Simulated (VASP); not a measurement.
# CuO (Cccm) in VASP: notebook

Runs on CuO. Level: r2SCAN. Tasks: single point.

All numbers are computed with VASP 6.6.1; they aren't measurements. Logs are shortened: lines on timing, memory, paths and dates and some standing lists are left out, and cuts for length are marked.

### 1 The cell of the first run

Symmetry: Cccm, No. 66, orthorhombic system. Conventional cell: a = 3.787 Å, b = 4.096 Å, c = 4.903 Å, α = 90.00°, β = 90.00°, γ = 90.00°. Within 2.5 Å of Cu (site symmetry 2/m) lie 4 O at 1.86 Å. O (site symmetry 222) has 4 Cu at 1.86 Å and 2 O at 2.45 Å within 2.5 Å.

### 2 Single point, r2SCAN

File POSCAR:

```
CuO
1.0
    1.8933479347     -2.0479583021      0.0000000000
    1.8933479347      2.0479583021      0.0000000000
    0.0000000000      0.0000000000      4.9031253292
Cu O
2 2
Direct
    0.0000000000      0.5000000000      0.0000000000
    0.5000000000      0.0000000000      0.5000000000
    0.5000000000      0.5000000000      0.2500000000
    0.5000000000      0.5000000000      0.7500000000
```

File INCAR.step1:

```
SYSTEM = CuO
ALGO = Normal ; EDIFF = 1E-4
ENCUT = 520 ; GGA = PE
ISMEAR = 0 ; LASPH = .True.
LCHARG = .False. ; LREAL = .False.
LWAVE = .True. ; NBANDS = 25
NELM = 80 ; PREC = Accurate
SIGMA = 0.1
```

File INCAR.step2:

```
SYSTEM = CuO
ALGO = Normal ; EDIFF = 1E-6
ENCUT = 520 ; ISIF = 2
ISMEAR = 0 ; ISTART = 1
LASPH = .True. ; LCHARG = .False.
LMIXTAU = .True. ; LREAL = .False.
LWAVE = .False. ; METAGGA = R2SCAN
NBANDS = 25 ; NELM = 80
PREC = Accurate ; SIGMA = 0.1
```

File KPOINTS:

```
k-points
0
Gamma
  14 14 8
  0 0 0
```

Potentials or basis: VASP PAW PBE potentials, release 64 (Cu, O).

Run with:

```bash
> cat potpaw_PBE.64/Cu/POTCAR potpaw_PBE.64/O/POTCAR > POTCAR
> cp INCAR.step1 INCAR
> mpirun -np 1 vasp_std > vasp.out
> cp INCAR.step2 INCAR
> mpirun -np 1 vasp_std > vasp.out
```

OUTCAR:

```text
SYSTEM = CuO
   EDIFF = 1E-6
   ENCUT = 520
   ISIF = 2
   ISMEAR = 0
   ISTART = 1
   LASPH = .True.
   LREAL = .False.
   METAGGA = R2SCAN
   NELM = 80
   PREC = Accurate

 ion  position               nearest neighbor table
   1  0.000  0.500  0.000-   3 1.86   4 1.86   3 1.86   4 1.86
   2  0.500  0.000  0.500-   3 1.86   4 1.86   3 1.86   4 1.86
   3  0.500  0.500  0.250-   1 1.86   2 1.86   2 1.86   1 1.86
   4  0.500  0.500  0.750-   1 1.86   2 1.86   2 1.86   1 1.86

  LATTYP: Found a base centered orthorhombic cell.
 ALAT       =     3.7866958694
 B/A-ratio  =     1.0816597756
 C/A-ratio  =     1.2948294498

  Lattice vectors:

 A1 = (   1.8933479347,  -2.0479583021,   0.0000000000)
 A2 = (   1.8933479347,   2.0479583021,   0.0000000000)
 A3 = (   0.0000000000,   0.0000000000,   4.9031253292)

Analysis of symmetry for initial positions (statically):
=====================================================================
 Subroutine PRICEL returns:
 Original cell was already a primitive cell.

 Routine SETGRP: Setting up the symmetry group for a
 base centered orthorhombic supercell.

 Subroutine GETGRP returns: Found  8 space group operations
 (whereof  4 operations were pure point group operations)
 out of a pool of  8 trial point group operations.

The static configuration has the point symmetry C_2h.
 The point group associated with its full space group is D_2h.

Analysis of symmetry for dynamics (positions and initial velocities):
=====================================================================
 Subroutine PRICEL returns:
 Original cell was already a primitive cell.

 Routine SETGRP: Setting up the symmetry group for a
 base centered orthorhombic supercell.

 Subroutine GETGRP returns: Found  8 space group operations
 (whereof  4 operations were pure point group operations)
 out of a pool of  8 trial point group operations.

The dynamic configuration has the point symmetry C_2h.
 The point group associated with its full space group is D_2h.

 Subroutine INISYM returns: Found  8 space group operations
 (whereof  4 operations are pure point group operations),
 and found     1 'primitive' translations

----------------------------------------------------------------------------------------

                                     Primitive cell

  volume of cell :      38.0237

  direct lattice vectors                    reciprocal lattice vectors
     1.893347935 -2.047958302  0.000000000     0.264082470 -0.244145596  0.000000000
     1.893347935  2.047958302  0.000000000     0.264082470  0.244145596  0.000000000
     0.000000000  0.000000000  4.903125329     0.000000000  0.000000000  0.203951548

  length of vectors
     2.789067875  2.789067875  4.903125329     0.359647916  0.359647916  0.203951548

  position of ions in fractional coordinates (direct lattice)
     1.000000000  0.500000000  0.000000000
     0.500000000  1.000000000  0.500000000
     0.500000000  0.500000000  0.250000000
     0.500000000  0.500000000  0.750000000

  ion indices of the primitive-cell ions
   primitive index   ion index
                 1           1
                 2           2
                 3           3
                 4           4

----------------------------------------------------------------------------------------

 KPOINTS: k-points

Automatic generation of k-mesh.
 Grid dimensions read from file:
 generate k-points for:   14   14    8

 Generating k-lattice:

  Cartesian coordinates                     Fractional coordinates (reciprocal lattice)
     0.018863034 -0.017438971  0.000000000     0.071428571 -0.000000000  0.000000000
     0.018863034  0.017438971  0.000000000    -0.000000000  0.071428571  0.000000000
     0.000000000  0.000000000  0.025493943     0.000000000  0.000000000  0.125000000

  Length of vectors
     0.025689137  0.025689137  0.025493943

  Shift w.r.t. Gamma in fractional coordinates (k-lattice)
     0.000000000  0.000000000  0.000000000

 Subroutine IBZKPT returns following result:
 ===========================================

 Found    285 irreducible k-points:

 Following reciprocal coordinates:
            Coordinates               Weight
  0.000000  0.000000  0.000000      1.000000
  0.071429 -0.000000  0.000000      4.000000
  0.142857 -0.000000  0.000000      4.000000
  0.214286 -0.000000  0.000000      4.000000
  0.285714  0.000000  0.000000      4.000000
  0.357143 -0.000000  0.000000      4.000000
[... 16 lines left out ...]
  0.214286  0.142857  0.000000      4.000000
  0.285714  0.142857  0.000000      4.000000
 [... further k-points ...]
   k-points           NKPTS =    285   k-points in BZ     NKDIM =    285   number of bands    NBANDS=     25
   number of dos      NEDOS =    301   number of ions     NIONS =      4
   total plane-waves  NPLWV =  20736
   dimension x,y,z NGX =    24 NGY =   24 NGZ =   36
   dimension x,y,z NGXF=    48 NGYF=   48 NGZF=   72
   ions per type =               2   2
   NGX,Y,Z   is equivalent  to a cutoff of  14.31, 14.31, 12.21 a.u.
   NGXF,Y,Z  is equivalent  to a cutoff of  28.61, 28.61, 24.41 a.u.
 SYSTEM =  CuO
   PREC   = accura    normal or accurate (medium, high low for compatibility)
   ISTART =      1    job   : 0-new  1-cont  2-samecut
   ICHARG =      0    charge: 1-file 2-atom 10-const
   ISPIN  =      1    spin polarized calculation?
   LNONCOLLINEAR =      F non collinear calculations
   LSORBIT =      F    spin-orbit coupling
   LASPH  =      T    aspherical Exc in radial PAW
   ENCUT  =  520.0 eV  38.22 Ry    6.18 a.u.   5.19  5.19  9.12*2*pi/ulx,y,z
   NELM   =     80;   NELMIN=  2; NELMDL=  0     # of ELM steps
   EDIFF  = 0.1E-05   stopping-criterion for ELM
   LREAL  =      F    real-space projection
   EDIFFG = 0.1E-04   stopping-criterion for IOM
   NSW    =      0    number of steps for IOM
   IBRION =     -1    ionic relax: 0-MD 1-quasi-New 2-CG
   NFREE  =      0    steps in history (QN), initial steepest desc. (CG)
   ISIF   =      2    stress and relaxation
   ISYM   =      2    0-nonsym 1-usesym 2-fastsym
   POTIM  = 0.5000    time-step for ionic-motion
   TEBEG  =    0.0;   TEEND  =   0.0 temperature during run
   PSTRESS=    0.0 pullay stress
   NELECT =      34.0000    total number of electrons
   NUPDOWN=      -1.0000    fix difference up-down
   EMIN   =  10.00;   EMAX   =-10.00  energy-range for DOS
   EFERMI =   0.00;   METHOD = LEGACY
   ISMEAR =     0;   SIGMA  =   0.10  broadening in eV -4-tet -1-fermi 0-gaus
   EFERMI_NEDOS =   21; number of points for ismear=-14 and -15
   IALGO  =     38    algorithm
   IMIX   =      4    mixing-type and parameters
     AMIX     =   0.40;   BMIX     =  1.00
     AMIX_MAG =   1.60;   BMIX_MAG =  1.00
  volume/ion in A,a.u.               =       9.51        64.15
  Fermi-wavevector in a.u.,A,eV,Ry     =   1.577186  2.980450 33.844713  2.487516
  Thomas-Fermi vector in A             =   2.677906
   LORBIT       =      0    0 simple, 1 ext, 2 COOP (PROOUT), +10 PAW based schemes
   METAGGA = R2SCAN    functional components
   LHFCALC =     F    Hartree Fock is set to
   AEXX    =    0.0000 exact exchange contribution
   IVDW    =     0    specifies the selected vdW correction
   LEPSILON=     F    determine dielectric tensor
   LRPA    =     F    only Hartree local field effects (RPA)
 non-spin polarized calculation
 Gauss-broadening in eV      SIGMA  =   0.10
  energy-cutoff  :      520.00
  volume of cell :       38.02
 maximum number of plane-waves:      1044
 NGX is ok and might be reduce to    24
   NGX = 11   NGY = 11   NGZ = 19

 number of electron      34.0000008 magnetization

 Free energy of the ion-electron system (eV)
  ---------------------------------------------------
  ext. energy  EPLUGINS =         0.00000000
  ---------------------------------------------------
  free energy    TOTEN  =       -36.04810503 eV

  energy without entropy =      -36.03632309  energy(sigma->0) =      -36.04221406

 E-fermi :   6.8738     XC(G=0): -12.9572

 val. band max:        6.8677489586   @ k =   0.3571   0.0714   0.0000
 cond. band min:       6.8809241632   @ k =  -0.2143   0.1429   0.0000
 fundamental gap:      0.0131752046
 Fermi energy:         6.8738488268

 k-point     1 :       0.0000    0.0000    0.0000
  band No.  band energies     occupation
      1     -15.6565      2.00000
      2     -13.9491      2.00000
      3      -3.1761      2.00000
      4      -0.1212      2.00000
      5       0.0672      2.00000
      6       2.0167      2.00000
[... 17 lines left out ...]
     24      23.1397      0.00000
     25      23.2313      0.00000

 k-point     2 :       0.0714   -0.0000    0.0000
  band No.  band energies     occupation
      1     -15.6207      2.00000
      2     -13.9398      2.00000
      3      -3.1207      2.00000
      4      -0.1334      2.00000
      5       0.0589      2.00000
      6       1.6173      2.00000
[... 17 lines left out ...]
     24      23.1651      0.00000
     25      23.2917      0.00000

 k-point     3 :       0.1429   -0.0000    0.0000
  band No.  band energies     occupation
      1     -15.5188      2.00000
      2     -13.9132      2.00000
      3      -2.9618      2.00000
      4      -0.1900      2.00000
      5       0.0715      2.00000
      6       0.8578      2.00000
[... 17 lines left out ...]
     24      23.3906      0.00000
     25      23.5609      0.00000

 k-point     4 :       0.2143   -0.0000    0.0000
  band No.  band energies     occupation
      1     -15.3664      2.00000
      2     -13.8746      2.00000
      3      -2.7228      2.00000
      4      -0.2758      2.00000
      5       0.0164      2.00000
      6       0.1266      2.00000
[... 17 lines left out ...]
     24      23.3111      0.00000
     25      23.9140      0.00000
[... 477 lines left out ...]
 k-point    22 :       0.1429    0.1429    0.0000
  band No.  band energies     occupation
      1     -15.3740      2.00000
      2     -13.8740      2.00000
      3      -2.7358      2.00000
      4      -0.2315      2.00000
      5       0.0141      2.00000
      6       0.6249      2.00000
[... 17 lines left out ...]
     24      21.8055      0.00000
     25      23.4694      0.00000

 k-point    23 :       0.2143    0.1429    0.0000
  band No.  band energies     occupation
      1     -15.2213      2.00000
      2     -13.8365      2.00000
      3      -2.4918      2.00000
      4      -0.2808      2.00000
      5      -0.0268      2.00000
      6       0.0373      2.00000
[... 17 lines left out ...]
     24      21.1487      0.00000
     25      23.5092      0.00000

 k-point    24 :       0.2857    0.1429    0.0000
  band No.  band energies     occupation
      1     -15.0467      2.00000
      2     -13.7959      2.00000
      3      -2.2079      2.00000
      4      -0.7648      2.00000
      5      -0.3140      2.00000
      6       0.1004      2.00000
[... 17 lines left out ...]
     24      21.1413      0.00000
     25      23.2288      0.00000

 [... further k-points ...]

------------------------ aborting loop because EDIFF is reached ----------------------------------------

  FORCE on cell =-STRESS in cart. coord.  units (eV):
  Direction    XX          YY          ZZ          XY          YZ          ZX
  --------------------------------------------------------------------------------------
  -------------------------------------------------------------------------------------
  Total        5.7222940      6.1769444      9.0999907     -0.0000000      0.0000000      0.0000000
  in kB      241.1161061    260.2733756    383.4396330     -0.0000000      0.0000000      0.0000000
  external PRESSURE =     294.9430382 kB  Pullay stress =       0.0000000 kB

 VOLUME and BASIS-vectors are now :
 -----------------------------------------------------------------------------
  energy-cutoff  :      520.00
  volume of cell :       38.02
      direct lattice vectors                 reciprocal lattice vectors
     1.893347935 -2.047958302  0.000000000     0.264082470 -0.244145596  0.000000000
     1.893347935  2.047958302  0.000000000     0.264082470  0.244145596  0.000000000
     0.000000000  0.000000000  4.903125329     0.000000000  0.000000000  0.203951548

 POSITION                                       TOTAL-FORCE (eV/Angst)
 -----------------------------------------------------------------------------------
      0.94667      1.02398      0.00000         0.000000     -0.000000     -0.000000
      0.94667     -1.02398      2.45156        -0.000000     -0.000000     -0.000000
      1.89335      0.00000      1.22578         0.000000      0.000000      0.000000
      1.89335      0.00000      3.67734         0.000000     -0.000000      0.000000
 -----------------------------------------------------------------------------------
    total drift:                                0.000000     -0.000000     -0.000000

  FREE ENERGIE OF THE ION-ELECTRON SYSTEM (eV)
  ---------------------------------------------------
  free  energy   TOTEN  =       -36.0481050301 eV

  energy  without entropy=      -36.0363230896  energy(sigma->0) =      -36.04221406
```

It took 13 min on 1 thread of Intel Xeon 8259CL, shared host; peak memory 0.34 GiB.

Results:

```yaml
Free_energy: -36.0481 eV
Pressure: 29.5 GPa
Band_gap_on_the_k_mesh: zero (bands 17 and 18 overlap by 1.18 eV)
```

Stress tensor (GPa, compression positive):
```
24.11  0.00  0.00
 0.00 26.03  0.00
 0.00  0.00 38.34
```

Caveat: the stress differs along the axes, from 24 to 38 GPa; the PAW data sets were made with another functional, which shifts forces and pressure a little; semilocal functionals often make such compounds metallic where correlation or magnetic order opens a gap, which also shifts bond lengths. With open d or f shells a metallic result of r2SCAN can be an artefact of self-interaction; +U or a hybrid may open a gap.

### 3 Single point, r2SCAN, collinear spin, ferromagnetic start

This run uses another cell than the first one, of 11.05 Å³/atom.

File POSCAR:

```
CuO
1.0
    1.9909680000     -2.1535500000      0.0000000000
    1.9909680000      2.1535500000      0.0000000000
    0.0000000000      0.0000000000      5.1559280000
Cu O
2 2
Direct
    0.0000000000      0.5000000000      0.0000000000
    0.5000000000      0.0000000000      0.5000000000
    0.5000000000      0.5000000000      0.2500000000
    0.5000000000      0.5000000000      0.7500000000
```

File INCAR.step1:

```
SYSTEM = CuO
  PREC = Accurate
  ENCUT = 520
  ISMEAR = 0
  SIGMA = 0.1
  LREAL = .FALSE.
  LASPH = .TRUE.
  NELM = 150
  ISPIN = 2
  MAGMOM = 0.69 0.69 0.36 0.36
  LMAXMIX = 4
  NBANDS = 29
  GGA = PE
  ALGO = Normal
  EDIFF = 1E-4
  LWAVE = .TRUE.
  LCHARG = .FALSE.
```

File INCAR.step2:

```
SYSTEM = CuO
  PREC = Accurate
  ENCUT = 520
  EDIFF = 1E-6
  ISMEAR = 0
  SIGMA = 0.1
  LREAL = .FALSE.
  LASPH = .TRUE.
  NELM = 150
  ALGO = Normal
  ISIF = 2
  LWAVE = .FALSE.
  LCHARG = .FALSE.
  ISPIN = 2
  MAGMOM = 0.69 0.69 0.36 0.36
  LORBIT = 11
  LMAXMIX = 4
  METAGGA = R2SCAN
  LMIXTAU = .TRUE.
  NBANDS = 29
  ISTART = 1
```

File KPOINTS:

```
regular mesh
0
G
  8 8 6
  0 0 0
```

Potentials or basis: VASP PAW PBE potentials, release 64 (Cu, O).

Run with:

```bash
> cat potpaw_PBE.64/Cu/POTCAR potpaw_PBE.64/O/POTCAR > POTCAR
> cp INCAR.step1 INCAR
> mpirun -np 1 vasp_std > vasp.out
> cp INCAR.step2 INCAR
> mpirun -np 1 vasp_std > vasp.out
```

It took 13 min on 1 thread of AMD EPYC 9755, shared host; peak memory 0.26 GiB.

The run converged. Its results:

* Free energy: -36.4624 eV
* Pressure: -4.0 GPa
* Band gap on the k mesh: zero (filled and empty bands overlap)
* Net moment: 0.00 μB per cell
* Valence electrons inside the program's atomic spheres: Cu 9.92; O 4.98

Stress tensor (GPa, compression positive):
```
-3.35  0.00  0.00
 0.00 -4.54  0.00
 0.00  0.00 -4.15
```

Levels at points of the mesh, in eV from the Fermi level:
Spin up:
```csv
k point,band 15,band 16,band 17,band 18,band 19,band 20
"(0.00, 0.00, 0.00)",-2.52,-2.13,0.56,0.76,1.68,6.56
"(0.50, 0.00, 0.00)",-1.74,-1.68,0.21,0.46,4.03,6.32
"(0.50, 0.50, 0.00)",-1.61,-1.39,-1.34,1.15,2.48,7.59
"(0.00, 0.00, 0.50)",-1.74,-1.74,0.11,0.11,3.78,3.78
"(0.50, 0.00, 0.50)",-2.19,-1.96,-0.20,0.66,4.66,6.32
"(0.50, 0.50, 0.50)",-1.59,-1.59,-0.50,-0.50,4.34,4.34
```
Spin down:
| k point | band 15 | band 16 | band 17 | band 18 | band 19 | band 20 |
| --- | --- | --- | --- | --- | --- | --- |
| (0.00, 0.00, 0.00) | -2.52 | -2.13 | 0.56 | 0.76 | 1.68 | 6.56 |
| (0.50, 0.00, 0.00) | -1.74 | -1.68 | 0.21 | 0.46 | 4.03 | 6.32 |
| (0.50, 0.50, 0.00) | -1.61 | -1.39 | -1.34 | 1.15 | 2.48 | 7.59 |
| (0.00, 0.00, 0.50) | -1.74 | -1.74 | 0.11 | 0.11 | 3.78 | 3.78 |
| (0.50, 0.00, 0.50) | -2.19 | -1.96 | -0.19 | 0.66 | 4.66 | 6.32 |
| (0.50, 0.50, 0.50) | -1.59 | -1.59 | -0.50 | -0.50 | 4.34 | 4.34 |

Caveat: the cell stands under tension; the PAW data sets were made with another functional, which shifts forces and pressure a little; semilocal functionals often make such compounds metallic where correlation or magnetic order opens a gap, which also shifts bond lengths. With open d or f shells a metallic result of r2SCAN can be an artefact of self-interaction; +U or a hybrid may open a gap.

The gap in the log of VASP goes by the Fermi energy; the results here count the filled bands.